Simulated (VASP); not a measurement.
# TiC (Fm-3m) in VASP: further runs

The runs below take TiC through single point, with PBE.

Everything below comes from runs of VASP 6.6.1. Logs are shortened: lines on timing, memory, paths and dates and some standing lists are left out, and cuts for length are marked.

### 1 The cell of the first run

Symmetry: Fm-3m, No. 225, cubic system. Conventional cell: a = 4.375 Å, b = 4.375 Å, c = 4.375 Å, α = 90.00°, β = 90.00°, γ = 90.00°. Within 2.9 Å of Ti (site symmetry m-3m) lie 6 C at 2.19 Å. C (site symmetry m-3m) has 6 Ti at 2.19 Å within 2.9 Å.

### 2 Single point, PBE

INCAR reads:

```
PREC = Accurate ; ENCUT = 520
EDIFF = 1E-7 ; ISMEAR = 1
SIGMA = 0.1 ; LREAL = False
LASPH = True ; NELM = 80
ALGO = Normal ; ISIF = 2
LWAVE = False ; LCHARG = False
GGA = PE ; NBANDS = 15
```

KPOINTS reads:

```
Automatic mesh
0
Gamma
  11 11 11
```

POSCAR reads:

```
TiC
1.0
    0.0000000000      2.1877151007      2.1877151007
    2.1877151007      0.0000000000      2.1877151007
    2.1877151007      2.1877151007      0.0000000000
Ti C
1 1
Direct
    0.0000000000      0.0000000000      0.0000000000
    0.5000000000      0.5000000000      0.5000000000
```

Potentials or basis: VASP PAW PBE potentials, release 64 (Ti_sv, C).

Run with:

```
$ cat potpaw_PBE.64/Ti_sv/POTCAR potpaw_PBE.64/C/POTCAR > POTCAR
$ mpirun -np 1 vasp_std > vasp.out
```

OUTCAR:

```text
PREC = Accurate
   ENCUT = 520
   EDIFF = 1E-7
   ISMEAR = 1
   LREAL = False
   LASPH = True
   NELM = 80
   ISIF = 2
   GGA = PE

 ion  position               nearest neighbor table
   1  0.000  0.000  0.000-   2 2.19   2 2.19   2 2.19   2 2.19   2 2.19   2 2.19
   2  0.500  0.500  0.500-   1 2.19   1 2.19   1 2.19   1 2.19   1 2.19   1 2.19

  LATTYP: Found a face centered cubic cell.
 ALAT       =     4.3754302014

  Lattice vectors:

 A1 = (   0.0000000000,   2.1877151007,   2.1877151007)
 A2 = (   2.1877151007,   0.0000000000,   2.1877151007)
 A3 = (   2.1877151007,   2.1877151007,   0.0000000000)

Analysis of symmetry for initial positions (statically):
=====================================================================
 Subroutine PRICEL returns:
 Original cell was already a primitive cell.

 Routine SETGRP: Setting up the symmetry group for a
 face centered cubic supercell.

 Subroutine GETGRP returns: Found 48 space group operations
 (whereof 48 operations were pure point group operations)
 out of a pool of 48 trial point group operations.

The static configuration has the point symmetry O_h .

Analysis of symmetry for dynamics (positions and initial velocities):
=====================================================================
 Subroutine PRICEL returns:
 Original cell was already a primitive cell.

 Routine SETGRP: Setting up the symmetry group for a
 face centered cubic supercell.

 Subroutine GETGRP returns: Found 48 space group operations
 (whereof 48 operations were pure point group operations)
 out of a pool of 48 trial point group operations.

The dynamic configuration has the point symmetry O_h .

 Subroutine INISYM returns: Found 48 space group operations
 (whereof 48 operations are pure point group operations),
 and found     1 'primitive' translations

----------------------------------------------------------------------------------------

                                     Primitive cell

  volume of cell :      20.9412

  direct lattice vectors                    reciprocal lattice vectors
     0.000000000  2.187715101  2.187715101    -0.228548955  0.228548955  0.228548955
     2.187715101  0.000000000  2.187715101     0.228548955 -0.228548955  0.228548955
     2.187715101  2.187715101  0.000000000     0.228548955  0.228548955 -0.228548955

  length of vectors
     3.093896366  3.093896366  3.093896366     0.395858402  0.395858402  0.395858402

  position of ions in fractional coordinates (direct lattice)
     0.000000000  0.000000000  0.000000000
     0.500000000  0.500000000  0.500000000

  ion indices of the primitive-cell ions
   primitive index   ion index
                 1           1
                 2           2

----------------------------------------------------------------------------------------

 KPOINTS: Automatic mesh

Automatic generation of k-mesh.
 Grid dimensions read from file:
 generate k-points for:   11   11   11

 Generating k-lattice:

  Cartesian coordinates                     Fractional coordinates (reciprocal lattice)
    -0.020777178  0.020777178  0.020777178     0.090909091  0.000000000  0.000000000
     0.020777178 -0.020777178  0.020777178     0.000000000  0.090909091  0.000000000
     0.020777178  0.020777178 -0.020777178     0.000000000  0.000000000  0.090909091

  Length of vectors
     0.035987127  0.035987127  0.035987127

  Shift w.r.t. Gamma in fractional coordinates (k-lattice)
     0.000000000  0.000000000  0.000000000

 Subroutine IBZKPT returns following result:
 ===========================================

 Found     56 irreducible k-points:

 Following reciprocal coordinates:
            Coordinates               Weight
  0.000000  0.000000  0.000000      1.000000
  0.090909  0.000000  0.000000      8.000000
  0.181818  0.000000  0.000000      8.000000
  0.272727  0.000000  0.000000      8.000000
  0.363636  0.000000  0.000000      8.000000
  0.454545  0.000000  0.000000      8.000000
[... 16 lines left out ...]
 -0.272727  0.181818  0.000000     24.000000
 -0.181818  0.181818  0.000000     12.000000
 [... further k-points ...]
   k-points           NKPTS =     56   k-points in BZ     NKDIM =     56   number of bands    NBANDS=     15
   number of dos      NEDOS =    301   number of ions     NIONS =      2
   total plane-waves  NPLWV =  13824
   dimension x,y,z NGX =    24 NGY =   24 NGZ =   24
   dimension x,y,z NGXF=    48 NGYF=   48 NGZF=   48
   ions per type =               1   1
   NGX,Y,Z   is equivalent  to a cutoff of  12.90, 12.90, 12.90 a.u.
   NGXF,Y,Z  is equivalent  to a cutoff of  25.79, 25.79, 25.79 a.u.
 SYSTEM =  unknown system
   PREC   = accura    normal or accurate (medium, high low for compatibility)
   ISTART =      0    job   : 0-new  1-cont  2-samecut
   ICHARG =      2    charge: 1-file 2-atom 10-const
   ISPIN  =      1    spin polarized calculation?
   LNONCOLLINEAR =      F non collinear calculations
   LSORBIT =      F    spin-orbit coupling
   LASPH  =      T    aspherical Exc in radial PAW
   ENCUT  =  520.0 eV  38.22 Ry    6.18 a.u.   5.75  5.75  5.75*2*pi/ulx,y,z
   NELM   =     80;   NELMIN=  2; NELMDL= -5     # of ELM steps
   EDIFF  = 0.1E-06   stopping-criterion for ELM
   LREAL  =      F    real-space projection
   EDIFFG = 0.1E-05   stopping-criterion for IOM
   NSW    =      0    number of steps for IOM
   IBRION =     -1    ionic relax: 0-MD 1-quasi-New 2-CG
   NFREE  =      0    steps in history (QN), initial steepest desc. (CG)
   ISIF   =      2    stress and relaxation
   ISYM   =      2    0-nonsym 1-usesym 2-fastsym
   POTIM  = 0.5000    time-step for ionic-motion
   TEBEG  =    0.0;   TEEND  =   0.0 temperature during run
   PSTRESS=    0.0 pullay stress
   NELECT =      16.0000    total number of electrons
   NUPDOWN=      -1.0000    fix difference up-down
   EMIN   =  10.00;   EMAX   =-10.00  energy-range for DOS
   EFERMI =   0.00;   METHOD = LEGACY
   ISMEAR =     1;   SIGMA  =   0.10  broadening in eV -4-tet -1-fermi 0-gaus
   EFERMI_NEDOS =   21; number of points for ismear=-14 and -15
   IALGO  =     38    algorithm
   IMIX   =      4    mixing-type and parameters
     AMIX     =   0.40;   BMIX     =  1.00
     AMIX_MAG =   1.60;   BMIX_MAG =  1.00
  volume/ion in A,a.u.               =      10.47        70.66
  Fermi-wavevector in a.u.,A,eV,Ry     =   1.496629  2.828218 30.475654  2.239897
  Thomas-Fermi vector in A             =   2.608621
   LORBIT       =      0    0 simple, 1 ext, 2 COOP (PROOUT), +10 PAW based schemes
   GGA     = PE    functional components
   LHFCALC =     F    Hartree Fock is set to
   AEXX    =    0.0000 exact exchange contribution
   IVDW    =     0    specifies the selected vdW correction
   LEPSILON=     F    determine dielectric tensor
   LRPA    =     F    only Hartree local field effects (RPA)
 non-spin polarized calculation
 Methfessel and Paxton  Order N= 1 SIGMA  =   0.10
  energy-cutoff  :      520.00
  volume of cell :       20.94
 maximum number of plane-waves:       572
   NGX = 11   NGY = 11   NGZ = 11

 number of electron      15.9999996 magnetization

 Free energy of the ion-electron system (eV)
  ---------------------------------------------------
  ext. energy  EPLUGINS =         0.00000000
  ---------------------------------------------------
  free energy    TOTEN  =       -18.69678417 eV

  energy without entropy =      -18.69661767  energy(sigma->0) =      -18.69672867

 E-fermi :   9.1704     XC(G=0): -12.5418

 val. band max:        8.9833590537   @ k =   0.1818   0.1818   0.0000
 cond. band min:       9.2155230291   @ k =   0.3636   0.2727   0.0000
 fundamental gap:      0.2321639753
 Fermi energy:         9.1703963698

 k-point     1 :       0.0000    0.0000    0.0000
  band No.  band energies     occupation
      1     -47.6196      2.00000
      2     -23.6582      2.00000
      3     -23.6582      2.00000
      4     -23.6582      2.00000
      5      -3.1939      2.00000
      6       9.7397     -0.00000
      7       9.7397     -0.00000
      8       9.7397     -0.00000
      9      10.6990     -0.00000
     10      10.6990     -0.00000
     11      10.6990     -0.00000
     12      10.7063     -0.00000
     13      10.7063     -0.00000
     14      19.1018      0.00000
     15      22.9710      0.00000

 k-point     2 :       0.0909    0.0000    0.0000
  band No.  band energies     occupation
      1     -47.6146      2.00000
      2     -23.6945      2.00000
      3     -23.6617      2.00000
      4     -23.6617      2.00000
      5      -3.0149      2.00000
      6       8.9491      2.00757
      7       9.2159      0.31082
      8       9.2159      0.31081
      9      10.0493     -0.00000
     10      10.0493     -0.00000
     11      11.0693     -0.00000
     12      12.1378      0.00000
     13      12.1378      0.00000
     14      19.4298      0.00000
     15      22.9955      0.00000

 k-point     3 :       0.1818    0.0000    0.0000
  band No.  band energies     occupation
      1     -47.6011      2.00000
      2     -23.7907      2.00000
      3     -23.6710      2.00000
      4     -23.6710      2.00000
      5      -2.5006      2.00000
      6       7.5383      2.00000
      7       8.1169      2.00000
      8       8.1169      2.00000
      9      10.3777     -0.00000
     10      10.3777     -0.00000
     11      11.4783      0.00000
     12      13.6311      0.00000
     13      13.6311      0.00000
     14      19.9868      0.00000
     15      22.8885      0.00000
[... 343 lines left out ...]
 k-point    23 :      -0.2727    0.1818    0.0000
  band No.  band energies     occupation
      1     -47.5625      2.00000
      2     -23.9724      2.00000
      3     -23.7886      2.00000
      4     -23.6926      2.00000
      5      -0.8189      2.00000
      6       4.9357      2.00000
      7       6.6118      2.00000
      8       6.6471      2.00000
      9      11.0005     -0.00000
     10      11.8959      0.00000
     11      12.6856      0.00000
     12      13.9738      0.00000
     13      16.6890      0.00000
     14      19.8675      0.00000
     15      22.3971      0.00000

 k-point    24 :      -0.1818    0.1818    0.0000
  band No.  band energies     occupation
      1     -47.5775      2.00000
      2     -23.9001      2.00000
      3     -23.7538      2.00000
      4     -23.6764      2.00000
      5      -1.5355      2.00000
      6       5.8898      2.00000
      7       6.9679      2.00000
      8       7.1876      2.00000
      9      10.5553     -0.00000
     10      11.6022      0.00000
     11      12.5132      0.00000
     12      13.2332      0.00000
     13      16.0592      0.00000
     14      20.5082      0.00000
     15      22.2902      0.00000

 [... further k-points ...]
[... 5 lines left out ...]
  --------------------------------------------------------------------------------------
  -------------------------------------------------------------------------------------
  Total       -0.8702653     -0.8702653     -0.8702653     -0.0000000     -0.0000000      0.0000000
  in kB      -66.5824827    -66.5824827    -66.5824827     -0.0000000     -0.0000000      0.0000000
  external PRESSURE =     -66.5824827 kB  Pullay stress =       0.0000000 kB

 VOLUME and BASIS-vectors are now :
 -----------------------------------------------------------------------------
  energy-cutoff  :      520.00
  volume of cell :       20.94
      direct lattice vectors                 reciprocal lattice vectors
     0.000000000  2.187715101  2.187715101    -0.228548955  0.228548955  0.228548955
     2.187715101  0.000000000  2.187715101     0.228548955 -0.228548955  0.228548955
     2.187715101  2.187715101  0.000000000     0.228548955  0.228548955 -0.228548955

 POSITION                                       TOTAL-FORCE (eV/Angst)
 -----------------------------------------------------------------------------------
      0.00000      0.00000      0.00000        -0.000000      0.000000      0.000000
      2.18772      2.18772      2.18772         0.000000     -0.000000     -0.000000
 -----------------------------------------------------------------------------------
    total drift:                                0.000000     -0.000000     -0.000000

  FREE ENERGIE OF THE ION-ELECTRON SYSTEM (eV)
  ---------------------------------------------------
  free  energy   TOTEN  =       -18.6967841680 eV

  energy  without entropy=      -18.6966176702  energy(sigma->0) =      -18.69672867
```

Run time: 32 s. Hardware: 1 thread of Intel Xeon 8259CL, shared host; peak memory 0.14 GiB.

What came out:

```yaml
Free_energy: -18.6968 eV
Pressure: -6.7 GPa
Band_gap_on_the_k_mesh: zero (band 8 reaches 9.74 eV, above the bottom of band 9 at 8.66 eV)
```

Levels at points of the mesh, in eV from the Fermi level:
```csv
k point,band 6,band 7,band 8,band 9,band 10,band 11
"(0.00, 0.00, 0.00)",0.57,0.57,0.57,1.53,1.53,1.53
```

### 3 Single point, PBE

This run uses another cell than the first one, of 10.77 Å³/atom, 1.029 times its volume.

INCAR reads:

```
PREC = Accurate
ENCUT = 520
EDIFF = 1E-7
ISMEAR = 1
SIGMA = 0.1
LREAL = False
LASPH = True
NELM = 100
ALGO = Normal
ISIF = 2
LWAVE = False
LCHARG = False
GGA = PE
NBANDS = 15
```

KPOINTS is that of step 2.

POSCAR reads:

```
TiC
1.0
    0.0000000000      2.2085517366      2.2085517366
    2.2085517366      0.0000000000      2.2085517366
    2.2085517366      2.2085517366      0.0000000000
Ti C
1 1
Direct
    0.0000000000      0.0000000000      0.0000000000
    0.5000000000      0.5000000000      0.5000000000
```

Potentials or basis: VASP PAW PBE potentials, release 64 (Ti_sv, C).

Run with:

```
$ cat potpaw_PBE.64/Ti_sv/POTCAR potpaw_PBE.64/C/POTCAR > POTCAR
$ mpirun -np 1 vasp_std > vasp.out
```

Wall time 35 s (1 thread of Intel Xeon 8259CL, shared host); peak memory 0.15 GiB.

It converged, with:

- Free energy: -18.6604 eV
- Pressure: -12.6 GPa
- Band gap on the k mesh: zero (band 8 reaches 9.40 eV, above the bottom of band 9 at 8.34 eV)

Levels at points of the mesh, in eV from the Fermi level:
```csv
k point,band 5,band 6,band 7,band 8,band 9,band 10,band 11,band 12
"(0.00, 0.00, 0.00)",-12.23,0.56,0.56,0.56,1.48,1.48,1.50,1.50
```
